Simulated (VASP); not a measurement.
Input of a VASP 6.6.1 run:

Contents of INCAR:

```
SYSTEM = MgO
PREC = Accurate
ENCUT = 600
EDIFF = 1E-6
ISMEAR = -1
SIGMA = 0.3
LREAL = .False.
LASPH = .True.
NELM = 120
ALGO = Normal
ISIF = 2
LWAVE = .False.
LCHARG = .False.
GGA = PE
NBANDS = 11
GGA_COMPAT = .False.
```

File KPOINTS:

```
regular mesh
0
Gamma
  9 9 9
  0 0 0
```

The input POSCAR:

```
MgO
1.0
    0.0000000000      2.1064000000      2.1064000000
    2.1064000000      0.0000000000      2.1064000000
    2.1064000000      2.1064000000      0.0000000000
Mg O
1 1
Direct
    0.0000000000      0.0000000000      0.0000000000
    0.5000000000      0.5000000000      0.5000000000
```

Potentials or basis: VASP PAW PBE potentials, release 64 (Mg, O).

The run is started by

```console
$ cat potpaw_PBE.64/Mg/POTCAR potpaw_PBE.64/O/POTCAR > POTCAR
$ mpirun -np 1 vasp_std > vasp.out
```

(1) Estimate the pressure.

(2) Predict the band gap on the k mesh.

Answers

(1) 3.6 GPa.

(2) 4.72 eV, direct.
